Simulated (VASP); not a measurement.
# LiSi16 (a cell with a defect) in VASP: single point with PBEsol

Aim: the single point of LiSi16 (a cell with a defect) with PBEsol.

All numbers are computed with VASP 6.6.1; they aren't measurements. Logs are shortened: lines on timing, memory, paths and dates and some standing lists are left out, and cuts for length are marked.

### Step 1. The cell of the first run

The cell holds a defect, 17 atoms: a = 7.679 Å, b = 7.679 Å, c = 7.679 Å, α = 60.00°, β = 60.00°, γ = 60.00°.

### Step 2. Single point, PBEsol, collinear spin

INCAR reads:

```
PREC     = Accurate       # precision mode
ENCUT    = 520            # plane-wave cutoff, eV
EDIFF    = 1E-6           # SCF threshold, eV
ISMEAR   = 0              # smearing method
SIGMA    = 0.05           # smearing width, eV
LREAL    = Auto         
LASPH    = True           # aspherical terms in the spheres
NELM     = 150            # most SCF steps
ALGO     = Normal         # electronic algorithm
ISIF     = 2              # what is computed and relaxed
LWAVE    = False          # write WAVECAR
LCHARG   = False          # write CHGCAR
ISPIN    = 2              # spin polarisation
MAGMOM   = 0 0 0 0 0 0 0 0 0 0 0 0 0 0 0 0 1 # initial moments
LORBIT   = 11             # projections on sites
GGA      = PS             # functional
NBANDS   = 52             # bands
```

KPOINTS reads:

```
regular mesh
0
Gamma
  2 2 2
```

POSCAR reads:

```
LiSi16
1.0
    0.0000000000      5.4300000000      5.4300000000
    5.4300000000      0.0000000000      5.4300000000
    5.4300000000      5.4300000000      0.0000000000
Si Li
16 1
Direct
   -0.0012731045     -0.0012077489      0.0014934961
    0.1227611174      0.1228606306      0.1324991224
    0.0010470623      0.0013619533      0.4992377247
    0.1229747388      0.1230786837      0.6223679768
   -0.0015143107      0.5023375940      0.0011507821
    0.1281920202      0.6243273525      0.1238339882
   -0.0014443734      0.5024563343      0.4982320538
    0.1221994160      0.6347313902      0.6216740809
    0.5021933210     -0.0014242234      0.0011800689
    0.6242642245      0.1282176859      0.1238522323
    0.5023108833     -0.0013539445      0.4982572247
    0.6343980115      0.1223765554      0.6217534585
    0.5000480774      0.5000674389     -0.0000431903
    0.6241041161      0.6241864082      0.1236802307
    0.5019513958      0.5021233724      0.4980307717
    0.6241530517      0.6242343777      0.6280706470
    0.2515481528      0.2520590396      0.7488207314
```

Potentials or basis: VASP PAW PBE potentials, release 64 (Si, Li_sv).

Started as:

```console
$ cat potpaw_PBE.64/Si/POTCAR potpaw_PBE.64/Li_sv/POTCAR > POTCAR
$ mpirun -np 1 vasp_std > vasp.out
```

OUTCAR:

```text
PREC = Accurate
   ENCUT = 520
   EDIFF = 1E-6
   ISMEAR = 0
   LREAL = Auto
   LASPH = True
   NELM = 150
   ISIF = 2
   ISPIN = 2
   LORBIT = 11
   GGA = PS

 ion  position               nearest neighbor table
   1  0.999  0.999  0.001-  10 2.35   6 2.35   2 2.38   4 2.38  17 2.75
   2  0.123  0.123  0.132-   3 2.30   1 2.38   9 2.38   5 2.38  17 2.41
   3  0.001  0.001  0.499-   8 2.30  12 2.30   2 2.30   4 2.30
   4  0.123  0.123  0.622-   3 2.30   1 2.38  11 2.38   7 2.38  17 2.41
   5  0.998  0.502  0.001-   6 2.35  14 2.35   2 2.38   8 2.38  17 2.73
   6  0.128  0.624  0.124-  13 2.33   5 2.35   7 2.35   1 2.35
   7  0.999  0.502  0.498-   6 2.35  16 2.35   4 2.38   8 2.38  17 2.73
   8  0.122  0.635  0.622-   3 2.30   7 2.38   5 2.38  15 2.38  17 2.40
   9  0.502  0.999  0.001-  10 2.35  14 2.35   2 2.38  12 2.38  17 2.73
  10  0.624  0.128  0.124-  13 2.33   9 2.35  11 2.35   1 2.35
  11  0.502  0.999  0.498-  10 2.35  16 2.35  12 2.38   4 2.38  17 2.74
  12  0.634  0.122  0.622-   3 2.30  11 2.38   9 2.38  15 2.38  17 2.40
  13  0.500  0.500  1.000-  10 2.33   6 2.33  16 2.33  14 2.33
  14  0.624  0.624  0.124-  13 2.33  15 2.35   5 2.35   9 2.35
  15  0.502  0.502  0.498-  14 2.35  16 2.35  12 2.38   8 2.38  17 2.72
  16  0.624  0.624  0.628-  13 2.33  15 2.35   7 2.35  11 2.35
  17  0.252  0.252  0.749-   8 2.40  12 2.40   2 2.41   4 2.41  15 2.72   5 2.73   9 2.73   7 2.73
                            11 2.74   1 2.75

  LATTYP: Found a face centered cubic cell.
 ALAT       =    10.8600000000

  Lattice vectors:

 A1 = (   0.0000000000,   5.4300000000,   5.4300000000)
 A2 = (   5.4300000000,   0.0000000000,   5.4300000000)
 A3 = (   5.4300000000,   5.4300000000,   0.0000000000)

Analysis of symmetry for initial positions (statically):
=====================================================================
 Subroutine PRICEL returns:
 Original cell was already a primitive cell.

 Routine SETGRP: Setting up the symmetry group for a
 face centered cubic supercell.

 Subroutine GETGRP returns: Found  1 space group operations
 (whereof  1 operations were pure point group operations)
 out of a pool of 48 trial point group operations.

The static configuration has the point symmetry C_1 .

Analysis of symmetry for dynamics (positions and initial velocities):
=====================================================================
 Subroutine PRICEL returns:
 Original cell was already a primitive cell.

 Routine SETGRP: Setting up the symmetry group for a
 face centered cubic supercell.

 Subroutine GETGRP returns: Found  1 space group operations
 (whereof  1 operations were pure point group operations)
 out of a pool of 48 trial point group operations.

The dynamic configuration has the point symmetry C_1 .

Analysis of structural, dynamic, and magnetic symmetry:
=====================================================================
 Subroutine PRICEL returns:
 Original cell was already a primitive cell.

 Routine SETGRP: Setting up the symmetry group for a
 face centered cubic supercell.

 Subroutine GETGRP returns: Found  1 space group operations
 (whereof  1 operations were pure point group operations)
 out of a pool of 48 trial point group operations.

The overall configuration has the point symmetry C_1 .

 Subroutine INISYM returns: Found  1 space group operations
 (whereof  1 operations are pure point group operations),
 and found     1 'primitive' translations

----------------------------------------------------------------------------------------

                                     Primitive cell

  volume of cell :     320.2060

  direct lattice vectors                    reciprocal lattice vectors
     0.000000000  5.430000000  5.430000000    -0.092081031  0.092081031  0.092081031
     5.430000000  0.000000000  5.430000000     0.092081031 -0.092081031  0.092081031
     5.430000000  5.430000000  0.000000000     0.092081031  0.092081031 -0.092081031

  length of vectors
[... 78 lines left out ...]
   number of dos      NEDOS =    301   number of ions     NIONS =     17
   total plane-waves  NPLWV = 216000
   dimension x,y,z NGX =    60 NGY =   60 NGZ =   60
   dimension x,y,z NGXF=   120 NGYF=  120 NGZF=  120
   ions per type =              16   1
   NGX,Y,Z   is equivalent  to a cutoff of  12.99, 12.99, 12.99 a.u.
   NGXF,Y,Z  is equivalent  to a cutoff of  25.98, 25.98, 25.98 a.u.
 SYSTEM =  unknown system
   PREC   = accura    normal or accurate (medium, high low for compatibility)
   ISTART =      0    job   : 0-new  1-cont  2-samecut
   ICHARG =      2    charge: 1-file 2-atom 10-const
   ISPIN  =      2    spin polarized calculation?
   LNONCOLLINEAR =      F non collinear calculations
   LSORBIT =      F    spin-orbit coupling
   LASPH  =      T    aspherical Exc in radial PAW
   ENCUT  =  520.0 eV  38.22 Ry    6.18 a.u.  14.28 14.28 14.28*2*pi/ulx,y,z
   NELM   =    150;   NELMIN=  2; NELMDL= -5     # of ELM steps
   EDIFF  = 0.1E-05   stopping-criterion for ELM
   LREAL  =      T    real-space projection
   EDIFFG = 0.1E-04   stopping-criterion for IOM
   NSW    =      0    number of steps for IOM
   IBRION =     -1    ionic relax: 0-MD 1-quasi-New 2-CG
   NFREE  =      0    steps in history (QN), initial steepest desc. (CG)
   ISIF   =      2    stress and relaxation
   ISYM   =      2    0-nonsym 1-usesym 2-fastsym
   POTIM  = 0.5000    time-step for ionic-motion
   TEBEG  =    0.0;   TEEND  =   0.0 temperature during run
   PSTRESS=    0.0 pullay stress
   NELECT =      67.0000    total number of electrons
   NUPDOWN=      -1.0000    fix difference up-down
   EMIN   =  10.00;   EMAX   =-10.00  energy-range for DOS
   EFERMI =   0.00;   METHOD = LEGACY
   ISMEAR =     0;   SIGMA  =   0.05  broadening in eV -4-tet -1-fermi 0-gaus
   EFERMI_NEDOS =   21; number of points for ismear=-14 and -15
   IALGO  =     38    algorithm
   IMIX   =      4    mixing-type and parameters
     AMIX     =   0.40;   BMIX     =  1.00
     AMIX_MAG =   1.60;   BMIX_MAG =  1.00
  volume/ion in A,a.u.               =      18.84       127.11
  Fermi-wavevector in a.u.,A,eV,Ry     =   0.971904  1.836632 12.852022  0.944597
  Thomas-Fermi vector in A             =   2.102159
   LORBIT       =     11    0 simple, 1 ext, 2 COOP (PROOUT), +10 PAW based schemes
   GGA     = PS    functional components
   LHFCALC =     F    Hartree Fock is set to
   AEXX    =    0.0000 exact exchange contribution
   IVDW    =     0    specifies the selected vdW correction
   LEPSILON=     F    determine dielectric tensor
   LRPA    =     F    only Hartree local field effects (RPA)
 spin polarized calculation
 Gauss-broadening in eV      SIGMA  =   0.05
  energy-cutoff  :      520.00
  volume of cell :      320.21
 maximum number of plane-waves:      8646
 NGX is ok and might be reduce to    60
   NGX = 29   NGY = 29   NGZ = 29

 number of electron      66.9999999 magnetization      -0.0079713

 number of electron      66.9999999 magnetization       0.0028527

 Free energy of the ion-electron system (eV)
  ---------------------------------------------------
  ext. energy  EPLUGINS =         0.00000000
  ---------------------------------------------------
  free energy    TOTEN  =       -92.26800736 eV

  energy without entropy =      -92.25907354  energy(sigma->0) =      -92.26354045

 E-fermi :   6.5091     XC(G=0):  -9.6635

 val. band max:        6.5054288027   @ k =   0.0000   0.0000   0.0000
 cond. band min:       6.7027674872   @ k =   0.0000   0.0000   0.0000
 fundamental gap:      0.1973386844
 Fermi energy:         6.5090596826

 spin component 1

 k-point     1 :       0.0000    0.0000    0.0000
  band No.  band energies     occupation
      1     -39.8434      1.00000
      2      -6.0461      1.00000
      3      -3.7925      1.00000
      4      -3.7039      1.00000
      5      -3.7035      1.00000
      6      -3.7031      1.00000
[... 373 lines left out ...]
     44      10.1226      0.00000
     45      10.2148      0.00000
 Fermi energy:         6.5090596826

 spin component 2

 k-point     1 :       0.0000    0.0000    0.0000
  band No.  band energies     occupation
      1     -39.8433      1.00000
      2      -6.0460      1.00000
      3      -3.7924      1.00000
      4      -3.7038      1.00000
      5      -3.7034      1.00000
      6      -3.7030      1.00000
[... 373 lines left out ...]
     44      10.1233      0.00000
     45      10.2151      0.00000
 [bands above 45 left out]

------------------------ aborting loop because EDIFF is reached ----------------------------------------

  FORCE on cell =-STRESS in cart. coord.  units (eV):
  Direction    XX          YY          ZZ          XY          YZ          ZX
  --------------------------------------------------------------------------------------
  -------------------------------------------------------------------------------------
  Total        3.7204131      3.7204086      3.7199727     -0.0023685     -0.0003365      0.0013625
  in kB       18.6153953     18.6153730     18.6131919     -0.0118512     -0.0016838      0.0068173
  external PRESSURE =      18.6146534 kB  Pullay stress =       0.0000000 kB

 VOLUME and BASIS-vectors are now :
 -----------------------------------------------------------------------------
  energy-cutoff  :      520.00
  volume of cell :      320.21
      direct lattice vectors                 reciprocal lattice vectors
     0.000000000  5.430000000  5.430000000    -0.092081031  0.092081031  0.092081031
     5.430000000  0.000000000  5.430000000     0.092081031 -0.092081031  0.092081031
     5.430000000  5.430000000  0.000000000     0.092081031  0.092081031 -0.092081031

 POSITION                                       TOTAL-FORCE (eV/Angst)
 -----------------------------------------------------------------------------------
      5.43155      5.43120     10.84653        -0.000375     -0.000368      0.000113
      1.38660      1.38606      1.33373         0.005826      0.004604      0.003803
      2.71826      2.71655      0.01308        -0.000593     -0.000825     -0.002878
      4.04778      4.04721      1.33607        -0.007506     -0.008534     -0.001430
      2.73394      5.42803      8.14947        -0.004067     -0.000987      0.002047
      4.06252      1.36850      4.08618         0.002101     -0.000054      0.002680
[... 9 lines left out ...]
      6.80002      6.79957      6.77874         0.000184      0.000073      0.003866
      5.43478      5.43200      2.73459        -0.004981     -0.001551     -0.021069
 -----------------------------------------------------------------------------------
    total drift:                               -0.002869     -0.000666     -0.000697

  FREE ENERGIE OF THE ION-ELECTRON SYSTEM (eV)
  ---------------------------------------------------
  free  energy   TOTEN  =       -92.2680073631 eV

  energy  without entropy=      -92.2590735441  energy(sigma->0) =      -92.26354045

 total charge

# of ion       s       p       d       tot
------------------------------------------
    1        0.738   0.946   0.000   1.684
    2        0.746   0.962   0.000   1.708
    3        0.734   0.977   0.000   1.711
    4        0.746   0.962   0.000   1.708
    5        0.738   0.946   0.000   1.684
    6        0.743   0.952   0.000   1.695
[... 9 lines left out ...]
   16        0.743   0.952   0.000   1.695
   17        2.028   0.101   0.000   2.128
--------------------------------------------------
tot         13.882  15.370   0.000  29.252

 magnetization (x)

# of ion       s       p       d       tot
------------------------------------------
    1        0.000  -0.000   0.000   0.000
    2        0.000   0.000   0.000   0.000
    3       -0.000  -0.000   0.000  -0.000
    4        0.000   0.000   0.000   0.000
    5        0.000  -0.000   0.000   0.000
    6       -0.000   0.000   0.000   0.000
[... 9 lines left out ...]
   16       -0.000   0.000   0.000   0.000
   17       -0.000  -0.000   0.000  -0.000
--------------------------------------------------
tot          0.000   0.000   0.000   0.000
```

Wall time 7.7 min (1 thread of Intel Xeon Platinum 8259CL at 2.50GHz (Skylake/Cascade Lake), shared host); peak memory 0.7 GiB.

What came out:

| Quantity | Value |
| --- | --- |
| Free energy | -92.2680 eV |
| Largest force | 0.022 eV/Å |
| Net moment | 0.00 μB per cell |
| Valence electrons inside the program's atomic spheres | Si 1.68, 1.71, 1.70 (each value once); Li 2.13 |

Forces on the atoms (eV/Å):
```
Si   0.000  0.000  0.000
Si   0.006  0.005  0.004
Si  -0.001 -0.001 -0.003
Si  -0.008 -0.009 -0.001
Si  -0.004 -0.001  0.002
Si   0.002  0.000  0.003
Si   0.001  0.004  0.002
Si  -0.006  0.009  0.002
Si   0.000 -0.004  0.001
Si   0.000  0.002  0.003
Si   0.004  0.001  0.002
Si   0.008 -0.005  0.004
Si   0.001  0.000  0.003
Si   0.001  0.001  0.004
Si   0.001  0.000 -0.007
Si   0.000  0.000  0.004
Li  -0.005 -0.002 -0.021
```

Levels at points of the mesh, in eV from the Fermi level:
Spin up:
```csv
k point,band 29,band 30,band 31,band 32,band 33,band 34,band 35,band 36,band 37,band 38
"(0.00, 0.00, 0.00)",-1.68,-1.68,-0.55,-0.55,-0.55,-0.07,-0.07,-0.06,-0.01,0.00
"(0.50, 0.00, 0.00)",-2.68,-1.37,-1.37,-1.29,-1.29,0.53,0.71,0.72,0.89,0.89
"(0.00, 0.50, 0.00)",-2.68,-1.37,-1.37,-1.29,-1.29,0.53,0.71,0.72,0.89,0.89
"(0.00, 0.00, 0.50)",-2.68,-1.37,-1.37,-1.29,-1.29,0.54,0.71,0.71,0.90,0.90
"(0.50, 0.50, 0.50)",-2.68,-1.37,-1.37,-1.29,-1.29,0.54,0.71,0.71,0.90,0.90
"(0.50, 0.50, 0.00)",-2.48,-1.94,-1.94,-1.86,-1.83,0.40,0.46,1.53,1.66,1.66
"(0.00, 0.50, 0.50)",-2.48,-1.94,-1.94,-1.86,-1.83,0.40,0.46,1.53,1.66,1.66
"(0.50, 0.00, 0.50)",-2.48,-1.94,-1.94,-1.86,-1.83,0.40,0.46,1.53,1.66,1.66
```
Spin down:
```
           k point  band 30  band 31  band 32  band 33  band 34  band 35  band 36  band 37
(0.00, 0.00, 0.00)    -1.68    -0.55    -0.55    -0.55    -0.07    -0.07    -0.06     0.00
(0.50, 0.00, 0.00)    -1.37    -1.37    -1.29    -1.29     0.53     0.71     0.72     0.89
(0.00, 0.50, 0.00)    -1.37    -1.37    -1.29    -1.29     0.53     0.71     0.72     0.89
(0.00, 0.00, 0.50)    -1.37    -1.37    -1.29    -1.29     0.54     0.71     0.71     0.90
(0.50, 0.50, 0.50)    -1.37    -1.37    -1.29    -1.29     0.54     0.71     0.71     0.90
(0.50, 0.50, 0.00)    -1.94    -1.94    -1.86    -1.83     0.40     0.46     1.53     1.66
(0.00, 0.50, 0.50)    -1.94    -1.94    -1.86    -1.83     0.40     0.46     1.53     1.66
(0.50, 0.00, 0.50)    -1.94    -1.94    -1.86    -1.83     0.40     0.46     1.53     1.66
```

Caveat: the k points lie up to 0.50 Å⁻¹ apart; the cutoff is under 1.25 times the usual one of these potentials, so pressure, stress and relaxed cells hold a basis-set (Pulay) error; the PAW data sets were made with another functional, which shifts forces and pressure a little.
